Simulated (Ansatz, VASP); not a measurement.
# Two plane-wave programs on Ti

```
Ti
1.0
     2.95000    0.00000    0.00000
    -1.47500    2.55477    0.00000
     0.00000    0.00000    4.63914
Ti
2
Direct
  0.33333 0.66667 0.25000
  0.66667 0.33333 0.75000
```

Change from the starting cell: zz strain of -1 %, PAW files.

Alike in both runs: task electric field gradients; functional PBEsol; k mesh 13 × 13 × 7; occupations fermi-dirac, width 0.08 eV; no spin polarisation.

|  | VASP | Ansatz |
| --- | --- | --- |
| version | VASP 6.6.1 | Ansatz 0.2.0 |
| potentials or method | VASP PAW PBE potentials, release 64 (Ti_sv) | PAW with Ansatz's default frozen-core files, scalar-relativistic |
| plane-wave cutoff (eV) | 520 | 420 |
| valence electrons in the cell | 24 | 24 |

|  | VASP | Ansatz | Ansatz less VASP |
| --- | --- | --- | --- |
| pressure (GPa) | -5.0 | -4.8 | +0.22 |
| traceless stress, the component that is largest in VASP (GPa) | 0.40 | 0.40 | +0.003 |
| size of Vzz on the site where it differs most (V/Å²) | 18.9 | 20.8 | +1.92 |

VASP's potentials were made for PBE, not for PBEsol.
